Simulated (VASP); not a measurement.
# KCl (Fm-3m) in VASP: notebook

KCl is run at these levels: PBE; tasks: single point.

All numbers are computed with VASP 6.6.1; they aren't measurements. Logs are shortened: lines on timing, memory, paths and dates and some standing lists are left out, and cuts for length are marked.

## Step 1: The cell of the first run

The structure is cubic, space group Fm-3m (No. 225). The conventional cell has a = 6.321 Å, b = 6.321 Å, c = 6.321 Å, α = 90.00°, β = 90.00°, γ = 90.00°. K (site symmetry m-3m) has 6 Cl at 3.16 Å within 4.2 Å. Within 4.2 Å of Cl (site symmetry m-3m) lie 6 K at 3.16 Å.

## Step 2: Single point, PBE (strain +0.5%)

File INCAR:

```
ALGO = Normal ; EDIFF = 1E-7
ENCUT = 520 ; GGA = PE
ISIF = 2 ; ISMEAR = -1
LASPH = T ; LCHARG = T
LELF = T ; LREAL = F
LVHAR = T ; LWAVE = F
NBANDS = 15 ; NELM = 80
PREC = Accurate ; SIGMA = 0.02
```

File KPOINTS:

```
k-points
0
Gamma
  8 8 8
```

File POSCAR:

```
KCl
1.0
    0.0000000000      3.1605725637      3.1605725637
    3.1605725637      0.0000000000      3.1605725637
    3.1605725637      3.1605725637      0.0000000000
K Cl
1 1
Direct
    0.0000000000      0.0000000000      0.0000000000
    0.5000000000      0.5000000000      0.5000000000
```

Potentials or basis: VASP PAW PBE potentials, release 64 (K_sv, Cl).

Started as:

```bash
> cat potpaw_PBE.64/K_sv/POTCAR potpaw_PBE.64/Cl/POTCAR > POTCAR
> mpirun -np 1 vasp_std > vasp.out
```

OUTCAR:

```text
EDIFF = 1E-7
   ENCUT = 520
   GGA = PE
   ISIF = 2
   ISMEAR = -1
   LASPH = T
   LREAL = F
   NELM = 80
   PREC = Accurate

 ion  position               nearest neighbor table
   1  0.000  0.000  0.000-   2 3.16   2 3.16   2 3.16   2 3.16   2 3.16   2 3.16
   2  0.500  0.500  0.500-   1 3.16   1 3.16   1 3.16   1 3.16   1 3.16   1 3.16

  LATTYP: Found a face centered cubic cell.
 ALAT       =     6.3211451274

  Lattice vectors:

 A1 = (   0.0000000000,   3.1605725637,   3.1605725637)
 A2 = (   3.1605725637,   0.0000000000,   3.1605725637)
 A3 = (   3.1605725637,   3.1605725637,   0.0000000000)

Analysis of symmetry for initial positions (statically):
=====================================================================
 Subroutine PRICEL returns:
 Original cell was already a primitive cell.

 Routine SETGRP: Setting up the symmetry group for a
 face centered cubic supercell.

 Subroutine GETGRP returns: Found 48 space group operations
[... 9 lines left out ...]

 Routine SETGRP: Setting up the symmetry group for a
 face centered cubic supercell.

 Subroutine GETGRP returns: Found 48 space group operations
[... 11 lines left out ...]
                                     Primitive cell

  volume of cell :      63.1433

  direct lattice vectors                    reciprocal lattice vectors
     0.000000000  3.160572564  3.160572564    -0.158199184  0.158199184  0.158199184
     3.160572564  0.000000000  3.160572564     0.158199184 -0.158199184  0.158199184
     3.160572564  3.160572564  0.000000000     0.158199184  0.158199184 -0.158199184

  length of vectors
     4.469724584  4.469724584  4.469724584     0.274009024  0.274009024  0.274009024

  position of ions in fractional coordinates (direct lattice)
     0.000000000  0.000000000  0.000000000
     0.500000000  0.500000000  0.500000000

  ion indices of the primitive-cell ions
   primitive index   ion index
                 1           1
                 2           2

----------------------------------------------------------------------------------------

 KPOINTS: k-points

Automatic generation of k-mesh.
 Grid dimensions read from file:
 generate k-points for:    8    8    8

 Generating k-lattice:

  Cartesian coordinates                     Fractional coordinates (reciprocal lattice)
    -0.019774898  0.019774898  0.019774898     0.125000000  0.000000000  0.000000000
     0.019774898 -0.019774898  0.019774898     0.000000000  0.125000000  0.000000000
     0.019774898  0.019774898 -0.019774898     0.000000000  0.000000000  0.125000000

  Length of vectors
     0.034251128  0.034251128  0.034251128

  Shift w.r.t. Gamma in fractional coordinates (k-lattice)
     0.000000000  0.000000000  0.000000000

 Subroutine IBZKPT returns following result:
 ===========================================

 Found     29 irreducible k-points:

 Following reciprocal coordinates:
            Coordinates               Weight
  0.000000  0.000000  0.000000      1.000000
  0.125000  0.000000  0.000000      8.000000
  0.250000  0.000000  0.000000      8.000000
  0.375000  0.000000  0.000000      8.000000
  0.500000  0.000000  0.000000      4.000000
  0.125000  0.125000  0.000000      6.000000
[... 16 lines left out ...]
  0.500000  0.250000  0.125000     48.000000
 -0.375000  0.250000  0.125000     24.000000
 [... further k-points ...]
   k-points           NKPTS =     29   k-points in BZ     NKDIM =     29   number of bands    NBANDS=     15
   number of dos      NEDOS =    301   number of ions     NIONS =      2
   total plane-waves  NPLWV =  46656
   dimension x,y,z NGX =    36 NGY =   36 NGZ =   36
   dimension x,y,z NGXF=    72 NGYF=   72 NGZF=   72
   ions per type =               1   1
   NGX,Y,Z   is equivalent  to a cutoff of  13.39, 13.39, 13.39 a.u.
   NGXF,Y,Z  is equivalent  to a cutoff of  26.78, 26.78, 26.78 a.u.
 SYSTEM =  unknown system
   PREC   = accura    normal or accurate (medium, high low for compatibility)
   ISTART =      0    job   : 0-new  1-cont  2-samecut
   ICHARG =      2    charge: 1-file 2-atom 10-const
   ISPIN  =      1    spin polarized calculation?
   LNONCOLLINEAR =      F non collinear calculations
   LSORBIT =      F    spin-orbit coupling
   LASPH  =      T    aspherical Exc in radial PAW
   ENCUT  =  520.0 eV  38.22 Ry    6.18 a.u.   8.31  8.31  8.31*2*pi/ulx,y,z
   NELM   =     80;   NELMIN=  2; NELMDL= -5     # of ELM steps
   EDIFF  = 0.1E-06   stopping-criterion for ELM
   LREAL  =      F    real-space projection
   EDIFFG = 0.1E-05   stopping-criterion for IOM
   NSW    =      0    number of steps for IOM
   IBRION =     -1    ionic relax: 0-MD 1-quasi-New 2-CG
   NFREE  =      0    steps in history (QN), initial steepest desc. (CG)
   ISIF   =      2    stress and relaxation
   ISYM   =      2    0-nonsym 1-usesym 2-fastsym
   POTIM  = 0.5000    time-step for ionic-motion
   TEBEG  =    0.0;   TEEND  =   0.0 temperature during run
   PSTRESS=    0.0 pullay stress
   NELECT =      16.0000    total number of electrons
   NUPDOWN=      -1.0000    fix difference up-down
   EMIN   =  10.00;   EMAX   =-10.00  energy-range for DOS
   EFERMI =   0.00;   METHOD = LEGACY
   ISMEAR =    -1;   SIGMA  =   0.02  broadening in eV -4-tet -1-fermi 0-gaus
   EFERMI_NEDOS =   21; number of points for ismear=-14 and -15
   IALGO  =     38    algorithm
   IMIX   =      4    mixing-type and parameters
     AMIX     =   0.40;   BMIX     =  1.00
     AMIX_MAG =   1.60;   BMIX_MAG =  1.00
  volume/ion in A,a.u.               =      31.57       213.06
  Fermi-wavevector in a.u.,A,eV,Ry     =   1.035951  1.957663 14.601687  1.073194
  Thomas-Fermi vector in A             =   2.170318
   LORBIT       =      0    0 simple, 1 ext, 2 COOP (PROOUT), +10 PAW based schemes
   GGA     = PE    functional components
   LHFCALC =     F    Hartree Fock is set to
   AEXX    =    0.0000 exact exchange contribution
   IVDW    =     0    specifies the selected vdW correction
   LEPSILON=     F    determine dielectric tensor
   LRPA    =     F    only Hartree local field effects (RPA)
 non-spin polarized calculation
  energy-cutoff  :      520.00
  volume of cell :       63.14
 maximum number of plane-waves:      1727
 NGX is ok and might be reduce to    36
   NGX = 17   NGY = 17   NGZ = 17

 number of electron      15.9999999 magnetization

 Free energy of the ion-electron system (eV)
  ---------------------------------------------------
  ext. energy  EPLUGINS =         0.00000000
  ---------------------------------------------------
  free energy    TOTEN  =        -6.80751854 eV

  energy without entropy =       -6.80751854  energy(sigma->0) =       -6.80751854

 E-fermi :  -1.4722     XC(G=0):  -7.4844

 val. band max:       -1.8948930462   @ k =   0.0000   0.0000   0.0000
 cond. band min:       3.2460824173   @ k =   0.0000   0.0000   0.0000
 fundamental gap:      5.1409754634
 Fermi energy:        -1.4721946053

 k-point     1 :       0.0000    0.0000    0.0000
  band No.  band energies     occupation
      1     -29.1258      2.00000
      2     -13.9977      2.00000
      3     -12.5863      2.00000
      4     -12.5863      2.00000
      5     -12.5863      2.00000
      6      -1.8949      2.00000
      7      -1.8949      2.00000
      8      -1.8949      2.00000
      9       3.2461      0.00000
     10       6.4779      0.00000
     11       6.4779      0.00000
     12       6.4779      0.00000
     13       7.3471      0.00000
     14       7.3471      0.00000
     15      11.0397      0.00000

 k-point     2 :       0.1250    0.0000    0.0000
  band No.  band energies     occupation
      1     -29.1243      2.00000
      2     -14.0275      2.00000
      3     -12.5877      2.00000
      4     -12.5877      2.00000
      5     -12.5489      2.00000
      6      -2.0806      2.00000
      7      -1.9437      2.00000
      8      -1.9437      2.00000
      9       3.6156      0.00000
     10       6.3594      0.00000
     11       6.6709      0.00000
     12       6.6709      0.00000
     13       7.5549      0.00000
     14       7.5549      0.00000
     15      11.6089      0.00000

 k-point     3 :       0.2500    0.0000    0.0000
  band No.  band energies     occupation
      1     -29.1209      2.00000
      2     -14.0942      2.00000
      3     -12.5909      2.00000
      4     -12.5909      2.00000
      5     -12.4638      2.00000
      6      -2.4685      2.00000
      7      -2.0573      2.00000
      8      -2.0573      2.00000
      9       4.4917      0.00000
     10       6.2564      0.00000
     11       7.2192      0.00000
     12       7.2192      0.00000
     13       8.1277      0.00000
     14       8.1277      0.00000
     15      11.6358      0.00000

 k-point     4 :       0.3750    0.0000    0.0000
  band No.  band energies     occupation
      1     -29.1174      2.00000
      2     -14.1548      2.00000
      3     -12.5940      2.00000
      4     -12.5940      2.00000
      5     -12.3843      2.00000
      6      -2.7999      2.00000
      7      -2.1655      2.00000
      8      -2.1655      2.00000
      9       5.3428      0.00000
     10       6.4389      0.00000
     11       8.0202      0.00000
     12       8.0202      0.00000
     13       8.8916      0.00000
     14       8.8916      0.00000
     15      10.5613      0.00000
[... 307 lines left out ...]
 k-point    22 :       0.3750    0.2500    0.1250
  band No.  band energies     occupation
      1     -29.1183      2.00000
      2     -14.0784      2.00000
      3     -12.6223      2.00000
      4     -12.5985      2.00000
      5     -12.4686      2.00000
      6      -2.5806      2.00000
      7      -2.1165      2.00000
      8      -2.0848      2.00000
      9       5.0374      0.00000
     10       5.6837      0.00000
     11       7.7855      0.00000
     12       8.0215      0.00000
     13       8.1558      0.00000
     14       8.7393      0.00000
     15      10.5905      0.00000

 k-point    23 :       0.5000    0.2500    0.1250
  band No.  band energies     occupation
      1     -29.1156      2.00000
      2     -14.0890      2.00000
      3     -12.6361      2.00000
      4     -12.6086      2.00000
      5     -12.4484      2.00000
      6      -2.6865      2.00000
      7      -2.2276      2.00000
      8      -2.1812      2.00000
      9       5.6993      0.00000
     10       6.0238      0.00000
     11       8.0813      0.00000
     12       8.3437      0.00000
     13       8.7283      0.00000
     14       9.1753      0.00000
     15       9.9065      0.00000

 k-point    24 :      -0.3750    0.2500    0.1250
  band No.  band energies     occupation
      1     -29.1144      2.00000
      2     -14.0930      2.00000
      3     -12.6379      2.00000
      4     -12.6173      2.00000
      5     -12.4398      2.00000
      6      -2.7177      2.00000
      7      -2.2877      2.00000
      8      -2.2168      2.00000
      9       5.9258      0.00000
     10       6.4133      0.00000
     11       8.1185      0.00000
     12       8.2121      0.00000
     13       8.9905      0.00000
     14       9.8538      0.00000
     15       9.8620      0.00000

 [... further k-points ...]
[... 5 lines left out ...]
  --------------------------------------------------------------------------------------
  -------------------------------------------------------------------------------------
  Total        0.2040908      0.2040908      0.2040908      0.0000000      0.0000000      0.0000000
  in kB        5.1785323      5.1785323      5.1785323      0.0000000      0.0000000      0.0000000
  external PRESSURE =       5.1785323 kB  Pullay stress =       0.0000000 kB

 VOLUME and BASIS-vectors are now :
 -----------------------------------------------------------------------------
  energy-cutoff  :      520.00
  volume of cell :       63.14
      direct lattice vectors                 reciprocal lattice vectors
     0.000000000  3.160572564  3.160572564    -0.158199184  0.158199184  0.158199184
     3.160572564  0.000000000  3.160572564     0.158199184 -0.158199184  0.158199184
     3.160572564  3.160572564  0.000000000     0.158199184  0.158199184 -0.158199184

 POSITION                                       TOTAL-FORCE (eV/Angst)
 -----------------------------------------------------------------------------------
      0.00000      0.00000      0.00000         0.000000     -0.000000      0.000000
      3.16057      3.16057      3.16057        -0.000000      0.000000     -0.000000
 -----------------------------------------------------------------------------------
    total drift:                                0.000000      0.000000      0.000000

  FREE ENERGIE OF THE ION-ELECTRON SYSTEM (eV)
  ---------------------------------------------------
  free  energy   TOTEN  =        -6.8075185356 eV

  energy  without entropy=       -6.8075185356  energy(sigma->0) =       -6.80751854
```

Wall time 14 s (1 thread of Intel Xeon 6975P-C (Granite Rapids), shared host); peak memory 0.2 GiB.

Results:

```yaml
Free_energy: -6.8075 eV
Pressure: 0.5 GPa
Band_gap_on_the_k_mesh: 5.14 eV, direct
```

Levels at points of the mesh, in eV from the valence-band top:
```csv
k point,band 4,band 5,band 6,band 7,band 8,band 9,band 10,band 11,band 12,band 13
"(0.00, 0.00, 0.00)",-10.69,-10.69,0.00,0.00,0.00,5.14,8.37,8.37,8.37,9.24
"(0.50, 0.00, 0.00)",-10.70,-10.46,-1.03,-0.31,-0.31,7.55,8.55,10.48,10.48,11.36
"(0.50, 0.50, 0.00)",-10.74,-10.74,-0.65,-0.22,-0.22,6.54,8.29,9.99,10.21,10.57
```

Caveat: the cell differs from its parent crystal (strain +0.5%). A k mesh can miss the band edges.

## Step 3: Single point, PBE (strain +3.0%)

File INCAR:

```
SYSTEM = KCl
PREC = Accurate
ENCUT = 520
EDIFF = 1E-6
ISMEAR = -1
SIGMA = 0.02
LREAL = .False.
LASPH = .True.
NELM = 60
ALGO = Normal
ISIF = 2
LWAVE = .False.
LCHARG = .False.
GGA = PE
NBANDS = 15
```

File KPOINTS:

```
Automatic mesh
0
Gamma
  8 8 8
  0 0 0
```

File POSCAR:

```
KCl
1.0
    0.0000000000      3.2391937718      3.2391937718
    3.2391937718      0.0000000000      3.2391937718
    3.2391937718      3.2391937718      0.0000000000
K Cl
1 1
Direct
    0.0000000000      0.0000000000      0.0000000000
    0.5000000000      0.5000000000      0.5000000000
```

Potentials or basis: VASP PAW PBE potentials, release 64 (K_sv, Cl).

Started as:

```bash
> cat potpaw_PBE.64/K_sv/POTCAR potpaw_PBE.64/Cl/POTCAR > POTCAR
> mpirun -np 1 vasp_std > vasp.out
```

OUTCAR:

```text
SYSTEM = KCl
   PREC = Accurate
   ENCUT = 520
   EDIFF = 1E-6
   ISMEAR = -1
   LREAL = .False.
   LASPH = .True.
   NELM = 60
   ISIF = 2
   GGA = PE

 ion  position               nearest neighbor table
   1  0.000  0.000  0.000-
   2  0.500  0.500  0.500-

  LATTYP: Found a face centered cubic cell.
 ALAT       =     6.4783875436

  Lattice vectors:

 A1 = (   0.0000000000,   3.2391937718,   3.2391937718)
 A2 = (   3.2391937718,   0.0000000000,   3.2391937718)
 A3 = (   3.2391937718,   3.2391937718,   0.0000000000)

Analysis of symmetry for initial positions (statically):
=====================================================================
 Subroutine PRICEL returns:
 Original cell was already a primitive cell.

 Routine SETGRP: Setting up the symmetry group for a
 face centered cubic supercell.

 Subroutine GETGRP returns: Found 48 space group operations
[... 9 lines left out ...]

 Routine SETGRP: Setting up the symmetry group for a
 face centered cubic supercell.

 Subroutine GETGRP returns: Found 48 space group operations
[... 11 lines left out ...]
                                     Primitive cell

  volume of cell :      67.9737

[... 140 lines left out ...]
 fundamental gap:      4.8999941989
 Fermi energy:        -1.7130019542

 k-point     1 :       0.0000    0.0000    0.0000
  band No.  band energies     occupation
      1     -29.5856      2.00000
      2     -14.1928      2.00000
      3     -13.0442      2.00000
      4     -13.0442      2.00000
      5     -13.0442      2.00000
      6      -2.1655      2.00000
      7      -2.1655      2.00000
      8      -2.1655      2.00000
      9       2.7345      0.00000
     10       6.1514      0.00000
     11       6.1514      0.00000
     12       6.1514      0.00000
     13       6.9814      0.00000
     14       6.9814      0.00000
[... 401 lines left out ...]
      2     -14.2785      2.00000
      3     -13.0829      2.00000
      4     -13.0675      2.00000
      5     -12.9160      2.00000
      6      -2.8973      2.00000
      7      -2.5124      2.00000
      8      -2.4411      2.00000
      9       5.4677      0.00000
     10       5.9311      0.00000
     11       7.5048      0.00000
     12       7.6532      0.00000
     13       8.4382      0.00000
     14       9.2238      0.00000
     15       9.2659      0.00000

 [... further k-points ...]
[... 5 lines left out ...]
  --------------------------------------------------------------------------------------
  -------------------------------------------------------------------------------------
  Total       -0.2760406     -0.2760406     -0.2760406      0.0000000      0.0000000      0.0000000
  in kB       -6.5064291     -6.5064291     -6.5064291      0.0000000      0.0000000      0.0000000
  external PRESSURE =      -6.5064291 kB  Pullay stress =       0.0000000 kB

 VOLUME and BASIS-vectors are now :
 -----------------------------------------------------------------------------
  energy-cutoff  :      520.00
  volume of cell :       67.97
      direct lattice vectors                 reciprocal lattice vectors
     0.000000000  3.239193772  3.239193772    -0.154359398  0.154359398  0.154359398
     3.239193772  0.000000000  3.239193772     0.154359398 -0.154359398  0.154359398
     3.239193772  3.239193772  0.000000000     0.154359398  0.154359398 -0.154359398

 POSITION                                       TOTAL-FORCE (eV/Angst)
 -----------------------------------------------------------------------------------
      0.00000      0.00000      0.00000         0.000000     -0.000000     -0.000000
      3.23919      3.23919      3.23919         0.000000      0.000000      0.000000
 -----------------------------------------------------------------------------------
    total drift:                                0.000000      0.000000      0.000000

  FREE ENERGIE OF THE ION-ELECTRON SYSTEM (eV)
  ---------------------------------------------------
  free  energy   TOTEN  =        -6.8055251802 eV

  energy  without entropy=       -6.8055251802  energy(sigma->0) =       -6.80552518
```

OSZICAR:

```text
N       E                     dE             d eps       ncg     rms          rms(c)
DAV:   1     0.104184273974E+03    0.10418E+03   -0.69854E+03   870   0.942E+02
DAV:   2    -0.569894422504E+00   -0.10475E+03   -0.95262E+02  1152   0.234E+02
DAV:   3    -0.690668004772E+01   -0.63368E+01   -0.63046E+01  1179   0.517E+01
DAV:   4    -0.712314443174E+01   -0.21646E+00   -0.21640E+00  1374   0.860E+00
DAV:   5    -0.712468817325E+01   -0.15437E-02   -0.15437E-02  1207   0.740E-01    0.300E+00
DAV:   6    -0.680891815777E+01    0.31577E+00   -0.45419E-01  1108   0.324E+00    0.242E+00
DAV:   7    -0.679102608634E+01    0.17892E-01   -0.10830E-01  1157   0.179E+00    0.144E+00
DAV:   8    -0.680401414106E+01   -0.12988E-01   -0.17586E-02  1109   0.969E-01    0.190E-01
DAV:   9    -0.680486390946E+01   -0.84977E-03   -0.12450E-03  1136   0.220E-01    0.105E-01
DAV:  10    -0.680551774331E+01   -0.65383E-03   -0.69296E-04   926   0.166E-01    0.237E-02
DAV:  11    -0.680552177327E+01   -0.40300E-05   -0.33242E-05  1202   0.312E-02    0.952E-03
DAV:  12    -0.680552452284E+01   -0.27496E-05   -0.36153E-06   961   0.134E-02    0.448E-03
DAV:  13    -0.680552518016E+01   -0.65732E-06   -0.10162E-06   971   0.554E-03
   1 F= -.68055252E+01 E0= -.68055252E+01  d E =-.221225E-11
```

It took 14 s on 1 thread of Intel Xeon 6975P-C (Granite Rapids), shared host; peak memory 0.21 GiB.

What came out:

| Property | Result |
| --- | --- |
| Free energy | -6.8055 eV |
| Pressure | -0.7 GPa |
| Band gap on the k mesh | 4.90 eV, direct |

Caveat: the cell differs from its parent crystal (strain +3.0%).
